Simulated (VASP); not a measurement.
# As in VASP: notebook

As is run at these levels: PBE, r2SCAN, PBEsol; tasks: single point, relaxation of cell and atoms.

Program: VASP 6.6.1. These are calculated values, not measurements. Logs are shortened: lines on timing, memory, paths and dates and some standing lists are left out, and cuts for length are marked.

### 1 The cell of the first run

The typed cell holds 2 atoms: a = 4.131 Å, b = 4.131 Å, c = 4.131 Å, α = 54.17°, β = 54.17°, γ = 54.17°.

### 2 Single point, PBE

INCAR reads:

```
PREC = Accurate
ENCUT = 520
EDIFF = 1E-6
ISMEAR = -1
SIGMA = 0.1
LREAL = F
LASPH = T
NELM = 80
ALGO = Normal
ISIF = 2
LWAVE = F
LCHARG = F
GGA = PE
NBANDS = 12
```

KPOINTS reads:

```
regular mesh
0
Gamma
  6 6 6
```

POSCAR reads:

```
As
1.0
    1.8807968987      1.0858785957      3.5140619945
   -1.8807968987      1.0858785957      3.5140619945
    0.0000000000     -2.1717571915      3.5140619945
As
2
Direct
    0.2118200000      0.2247440000      0.2328240000
    0.7755240000      0.7755010000      0.7681290000
```

Potentials or basis: VASP PAW PBE potentials, release 64 (As).

Command:

```sh
> cat potpaw_PBE.64/As/POTCAR > POTCAR
> mpirun -np 1 vasp_std > vasp.out
```

OUTCAR:

```text
PREC = Accurate
   ENCUT = 520
   EDIFF = 1E-6
   ISMEAR = -1
   LREAL = F
   LASPH = T
   NELM = 80
   ISIF = 2
   GGA = PE

 ion  position               nearest neighbor table
   1  0.212  0.225  0.233-   2 2.46   2 2.50   2 2.54
   2  0.776  0.776  0.768-   1 2.46   1 2.50   1 2.54

  LATTYP: Found a trigonal (rhomboedric) cell.
 ALAT       =     4.1310000000
 COS(alpha) =     0.5854247172

  Lattice vectors:

 A1 = (   1.8807968987,   1.0858785957,   3.5140619945)
 A2 = (  -1.8807968987,   1.0858785957,   3.5140619945)
 A3 = (   0.0000000000,  -2.1717571915,   3.5140619945)

Analysis of symmetry for initial positions (statically):
=====================================================================
 Subroutine PRICEL returns:
 Original cell was already a primitive cell.

 Routine SETGRP: Setting up the symmetry group for a
 trigonal (rhombohedral) supercell.

 Subroutine GETGRP returns: Found  2 space group operations
 (whereof  1 operations were pure point group operations)
 out of a pool of 12 trial point group operations.

The static configuration has the point symmetry C_1 .
 The point group associated with its full space group is S_2 .

Analysis of symmetry for dynamics (positions and initial velocities):
=====================================================================
 Subroutine PRICEL returns:
 Original cell was already a primitive cell.

 Routine SETGRP: Setting up the symmetry group for a
 trigonal (rhombohedral) supercell.

 Subroutine GETGRP returns: Found  2 space group operations
 (whereof  1 operations were pure point group operations)
 out of a pool of 12 trial point group operations.

The dynamic configuration has the point symmetry C_1 .
 The point group associated with its full space group is S_2 .

 Subroutine INISYM returns: Found  2 space group operations
 (whereof  1 operations are pure point group operations),
 and found     1 'primitive' translations

----------------------------------------------------------------------------------------

                                     Primitive cell

  volume of cell :      43.0610

  direct lattice vectors                    reciprocal lattice vectors
     1.880796899  1.085878596  3.514061995     0.265844760  0.153485544  0.094856987
    -1.880796899  1.085878596  3.514061995    -0.265844760  0.153485544  0.094856987
     0.000000000 -2.171757191  3.514061995     0.000000000 -0.306971087  0.094856987

  length of vectors
     4.131000000  4.131000000  4.131000000     0.321292852  0.321292852  0.321292852

  position of ions in fractional coordinates (direct lattice)
     0.211820000  0.224744000  0.232824000
     0.775524000  0.775501000  0.768129000

  ion indices of the primitive-cell ions
   primitive index   ion index
                 1           1
                 2           2

----------------------------------------------------------------------------------------

 KPOINTS: regular mesh

Automatic generation of k-mesh.
 Grid dimensions read from file:
 generate k-points for:    6    6    6

 Generating k-lattice:

  Cartesian coordinates                     Fractional coordinates (reciprocal lattice)
     0.044307460  0.025580924  0.015809498     0.166666667  0.000000000  0.000000000
    -0.044307460  0.025580924  0.015809498     0.000000000  0.166666667  0.000000000
     0.000000000 -0.051161848  0.015809498     0.000000000  0.000000000  0.166666667

  Length of vectors
     0.053548809  0.053548809  0.053548809

  Shift w.r.t. Gamma in fractional coordinates (k-lattice)
     0.000000000  0.000000000  0.000000000

 Subroutine IBZKPT returns following result:
 ===========================================

 Found    112 irreducible k-points:

 Following reciprocal coordinates:
            Coordinates               Weight
  0.000000  0.000000  0.000000      1.000000
  0.166667 -0.000000 -0.000000      2.000000
 -0.000000  0.166667 -0.000000      2.000000
 -0.000000 -0.000000  0.166667      2.000000
  0.333333 -0.000000 -0.000000      2.000000
 -0.000000  0.333333 -0.000000      2.000000
[... 16 lines left out ...]
 -0.166667  0.500000 -0.000000      2.000000
  0.166667  0.000000  0.500000      2.000000
 [... further k-points ...]
   k-points           NKPTS =    112   k-points in BZ     NKDIM =    112   number of bands    NBANDS=     12
   number of dos      NEDOS =    301   number of ions     NIONS =      2
   total plane-waves  NPLWV =  32768
   dimension x,y,z NGX =    32 NGY =   32 NGZ =   32
   dimension x,y,z NGXF=    64 NGYF=   64 NGZF=   64
   ions per type =               2
   NGX,Y,Z   is equivalent  to a cutoff of  12.88, 12.88, 12.88 a.u.
   NGXF,Y,Z  is equivalent  to a cutoff of  25.76, 25.76, 25.76 a.u.
 SYSTEM =  unknown system
   PREC   = accura    normal or accurate (medium, high low for compatibility)
   ISTART =      0    job   : 0-new  1-cont  2-samecut
   ICHARG =      2    charge: 1-file 2-atom 10-const
   ISPIN  =      1    spin polarized calculation?
   LNONCOLLINEAR =      F non collinear calculations
   LSORBIT =      F    spin-orbit coupling
   LASPH  =      T    aspherical Exc in radial PAW
   ENCUT  =  520.0 eV  38.22 Ry    6.18 a.u.   7.68  7.68  7.68*2*pi/ulx,y,z
   NELM   =     80;   NELMIN=  2; NELMDL= -5     # of ELM steps
   EDIFF  = 0.1E-05   stopping-criterion for ELM
   LREAL  =      F    real-space projection
   EDIFFG = 0.1E-04   stopping-criterion for IOM
   NSW    =      0    number of steps for IOM
   IBRION =     -1    ionic relax: 0-MD 1-quasi-New 2-CG
   NFREE  =      0    steps in history (QN), initial steepest desc. (CG)
   ISIF   =      2    stress and relaxation
   ISYM   =      2    0-nonsym 1-usesym 2-fastsym
   POTIM  = 0.5000    time-step for ionic-motion
   TEBEG  =    0.0;   TEEND  =   0.0 temperature during run
   PSTRESS=    0.0 pullay stress
   NELECT =      10.0000    total number of electrons
   NUPDOWN=      -1.0000    fix difference up-down
   EMIN   =  10.00;   EMAX   =-10.00  energy-range for DOS
   EFERMI =   0.00;   METHOD = LEGACY
   ISMEAR =    -1;   SIGMA  =   0.10  broadening in eV -4-tet -1-fermi 0-gaus
   EFERMI_NEDOS =   21; number of points for ismear=-14 and -15
   IALGO  =     38    algorithm
   IMIX   =      4    mixing-type and parameters
     AMIX     =   0.40;   BMIX     =  1.00
     AMIX_MAG =   1.60;   BMIX_MAG =  1.00
  volume/ion in A,a.u.               =      21.53       145.29
  Fermi-wavevector in a.u.,A,eV,Ry     =   1.006268  1.901570 13.776916  1.012575
  Thomas-Fermi vector in A             =   2.138999
   LORBIT       =      0    0 simple, 1 ext, 2 COOP (PROOUT), +10 PAW based schemes
   GGA     = PE    functional components
   LHFCALC =     F    Hartree Fock is set to
   AEXX    =    0.0000 exact exchange contribution
   IVDW    =     0    specifies the selected vdW correction
   LEPSILON=     F    determine dielectric tensor
   LRPA    =     F    only Hartree local field effects (RPA)
 non-spin polarized calculation
  energy-cutoff  :      520.00
  volume of cell :       43.06
 maximum number of plane-waves:      1170
   NGX = 15   NGY = 15   NGZ = 15

 number of electron      10.0000000 magnetization

 Free energy of the ion-electron system (eV)
  ---------------------------------------------------
  ext. energy  EPLUGINS =         0.00000000
  ---------------------------------------------------
  free energy    TOTEN  =        -9.33913534 eV

  energy without entropy =       -9.33371443  energy(sigma->0) =       -9.33642489

 E-fermi :   5.4983     XC(G=0):  -9.9613

 val. band max:        5.4844404925   @ k =   0.1667   0.3333   0.1667
 cond. band min:       5.5277367773   @ k =   0.1667   0.1667   0.3333
 fundamental gap:      0.0432962848
 Fermi energy:         5.4983328413

 k-point     1 :       0.0000    0.0000    0.0000
  band No.  band energies     occupation
      1      -9.6446      2.00000
      2      -0.3002      2.00000
      3       3.0149      2.00000
      4       3.2425      2.00000
      5       3.5285      2.00000
      6       6.9389      0.00000
      7       8.1147      0.00000
      8       8.5605      0.00000
      9      12.2374      0.00000
     10      12.5291      0.00000
     11      12.9806      0.00000
     12      14.2081      0.00000

 k-point     2 :       0.1667   -0.0000   -0.0000
  band No.  band energies     occupation
      1      -9.2786      2.00000
      2      -1.4802      2.00000
      3       2.9215      2.00000
      4       2.9974      2.00000
      5       3.5934      2.00000
      6       7.1141      0.00000
      7       7.8097      0.00000
      8       8.2202      0.00000
      9      11.1933      0.00000
     10      12.0031      0.00000
     11      12.3440      0.00000
     12      16.1500      0.00000

 k-point     3 :      -0.0000    0.1667   -0.0000
  band No.  band energies     occupation
      1      -9.2743      2.00000
      2      -1.5114      2.00000
      3       2.8300      2.00000
      4       3.0811      2.00000
      5       3.6367      2.00000
      6       7.1308      0.00000
      7       7.9189      0.00000
      8       8.1438      0.00000
      9      11.1164      0.00000
     10      11.9862      0.00000
     11      12.3669      0.00000
     12      16.1663      0.00000
[... 286 lines left out ...]
 k-point    23 :      -0.1667    0.5000   -0.0000
  band No.  band energies     occupation
      1      -7.0247      2.00000
      2      -5.1668      2.00000
      3       0.9226      2.00000
      4       2.0225      2.00000
      5       3.5834      2.00000
      6       7.1238      0.00000
      7       7.3488      0.00000
      8       8.8319      0.00000
      9      12.5280      0.00000
     10      14.8189      0.00000
     11      15.8016      0.00000
     12      17.0472      0.00000

 k-point    24 :       0.1667    0.0000    0.5000
  band No.  band energies     occupation
      1      -6.9698      2.00000
      2      -5.2537      2.00000
      3       0.9929      2.00000
      4       1.9836      2.00000
      5       3.5445      2.00000
      6       7.2035      0.00000
      7       7.4044      0.00000
      8       8.7821      0.00000
      9      12.4967      0.00000
     10      14.7929      0.00000
     11      15.8326      0.00000
     12      17.0623      0.00000

 [... further k-points ...]
[... 5 lines left out ...]
  --------------------------------------------------------------------------------------
  -------------------------------------------------------------------------------------
  Total        1.1539929      1.5040025      0.9935292     -0.0732097      0.3642689      0.1691619
  in kB       42.9368194     55.9596897     36.9664201     -2.7239248     13.5534190      6.2940366
  external PRESSURE =      45.2876431 kB  Pullay stress =       0.0000000 kB

 VOLUME and BASIS-vectors are now :
 -----------------------------------------------------------------------------
  energy-cutoff  :      520.00
  volume of cell :       43.06
      direct lattice vectors                 reciprocal lattice vectors
     1.880796899  1.085878596  3.514061995     0.265844760  0.153485544  0.094856987
    -1.880796899  1.085878596  3.514061995    -0.265844760  0.153485544  0.094856987
     0.000000000 -2.171757191  3.514061995     0.000000000 -0.306971087  0.094856987

 POSITION                                       TOTAL-FORCE (eV/Angst)
 -----------------------------------------------------------------------------------
     -0.02431     -0.03158      2.35227         0.132933      0.302133      0.610780
      0.00004      0.01604      8.14965        -0.132933     -0.302133     -0.610780
 -----------------------------------------------------------------------------------
    total drift:                               -0.000000      0.000000     -0.000000

  FREE ENERGIE OF THE ION-ELECTRON SYSTEM (eV)
  ---------------------------------------------------
  free  energy   TOTEN  =        -9.3391353443 eV

  energy  without entropy=       -9.3337144279  energy(sigma->0) =       -9.33642489
```

It took 17 s on 1 thread of Intel Xeon 6975P-C (Granite Rapids), shared host; peak memory 0.2 GiB.

What came out:

| Property | Result |
| --- | --- |
| Free energy | -9.3391 eV |
| Pressure | 4.5 GPa |
| Largest force | 0.694 eV/Å |
| Band gap on the k mesh | zero (band 5 reaches 5.53 eV, above the bottom of band 6 at 5.11 eV) |

Forces in eV/Å, atoms in the order of the input:
```
As   0.133  0.302  0.611
As  -0.133 -0.302 -0.611
```

Stress tensor (GPa, compression positive):
```
 4.29 -0.27  0.63
-0.27  5.60  1.36
 0.63  1.36  3.70
```

Levels at points of the mesh, in eV from the Fermi level:
```
           k point  band 1  band 2  band 3  band 4  band 5  band 6  band 7  band 8  band 9  band 10
(0.00, 0.00, 0.00)  -15.14   -5.80   -2.48   -2.26   -1.97    1.44    2.62    3.06    6.74     7.03
(0.50, 0.00, 0.00)  -12.58  -10.95   -3.07   -2.82   -0.46   -0.34    0.36    1.52    8.88     9.14
(0.00, 0.50, 0.00)  -12.45  -11.13   -3.00   -2.87   -0.39   -0.39    0.45    1.51    8.94     9.11
(0.00, 0.00, 0.50)  -12.27  -11.36   -2.93   -2.92   -0.51   -0.26    0.60    1.45    9.03     9.07
(0.50, 0.50, 0.00)  -12.27  -10.08   -5.80   -4.27   -4.17    1.44    5.46    6.83    7.45    10.61
(0.50, 0.00, 0.50)  -12.39   -9.82   -5.95   -4.25   -4.15    1.29    5.51    6.99    7.29    10.57
(0.00, 0.50, 0.50)  -12.48   -9.61   -6.08   -4.28   -4.11    1.20    5.52    7.12    7.18    10.55
(0.50, 0.50, 0.50)  -13.92   -9.91   -2.10   -1.69   -0.74    0.57    0.99    1.88    7.94    10.28
```

### 3 Single point, r2SCAN

POSCAR reads:

```
As
1.0
    1.8807968987      1.0858785957      3.5140619945
   -1.8807968987      1.0858785957      3.5140619945
    0.0000000000     -2.1717571915      3.5140619945
As
2
Direct
    0.2260000000      0.2260000000      0.2260000000
    0.7740000000      0.7740000000      0.7740000000
```

INCAR.step1 reads:

```
PREC     = Accurate       # precision mode
ENCUT    = 520            # plane-wave cutoff, eV
ISMEAR   = 1              # smearing method
SIGMA    = 0.05           # smearing width, eV
LREAL    = False          # projectors in reciprocal space
LASPH    = True           # aspherical terms in the spheres
NELM     = 100            # most SCF steps
NBANDS   = 12             # bands
GGA      = PE             # functional
ALGO     = Normal         # electronic algorithm
EDIFF    = 1E-4           # SCF threshold, eV
LWAVE    = True           # write WAVECAR
LCHARG   = False          # write CHGCAR
```

INCAR.step2 reads:

```
PREC     = Accurate       # precision mode
ENCUT    = 520            # plane-wave cutoff, eV
EDIFF    = 1E-6           # SCF threshold, eV
ISMEAR   = 1              # smearing method
SIGMA    = 0.05           # smearing width, eV
LREAL    = False          # projectors in reciprocal space
LASPH    = True           # aspherical terms in the spheres
NELM     = 100            # most SCF steps
ALGO     = Normal         # electronic algorithm
ISIF     = 2              # what is computed and relaxed
LWAVE    = False          # write WAVECAR
LCHARG   = True           # write CHGCAR
METAGGA  = R2SCAN         # meta-GGA
LMIXTAU  = True         
LELF     = True           # ELF
LVHAR    = True         
NBANDS   = 12             # bands
ISTART   = 1
```

KPOINTS reads:

```
Automatic mesh
0
Gamma
  10 10 10
```

Potentials or basis: VASP PAW PBE potentials, release 64 (As).

Command:

```sh
> cat potpaw_PBE.64/As/POTCAR > POTCAR
> cp INCAR.step1 INCAR
> mpirun -np 1 vasp_std > vasp.out
> cp INCAR.step2 INCAR
> mpirun -np 1 vasp_std > vasp.out
```

Run time: 86 s. Hardware: 1 thread of Intel Xeon 6975P-C (Granite Rapids), shared host; peak memory 0.21 GiB.

It converged, with:

```yaml
Free_energy: -29.3797 eV
Pressure: 1.9 GPa
Largest_force: 0.210 eV/Å
Band_gap_on_the_k_mesh: zero (band 5 reaches 5.57 eV, above the bottom of band 6 at 5.18 eV)
```

Forces on the atoms (eV/Å):
```
As   0.000  0.000  0.210
As   0.000  0.000 -0.210
```

Stress tensor (GPa, compression positive):
```
1.76 0.00 0.00
0.00 1.76 0.00
0.00 0.00 2.31
```

Levels at points of the mesh, in eV from the Fermi level:
```
           k point  band 1  band 2  band 3  band 4  band 5  band 6  band 7  band 8  band 9  band 10
(0.00, 0.00, 0.00)  -15.96   -6.09   -2.83   -2.44   -2.44    1.52    2.82    2.82    7.14     7.14
(0.50, 0.00, 0.00)  -13.11  -11.78   -3.31   -3.19   -0.59   -0.34    0.37    1.33    9.40     9.49
(0.50, 0.50, 0.00)  -13.07  -10.36   -6.37   -4.61   -4.60    1.46    5.54    7.17    7.51    10.93
(0.50, 0.50, 0.50)  -14.65  -10.54   -2.17   -2.17   -0.64    0.62    0.62    1.83    8.52    10.66
```

Caveat: the PAW data sets were made with another functional, which shifts forces and pressure a little.

(Continued in part 2 of 2.)
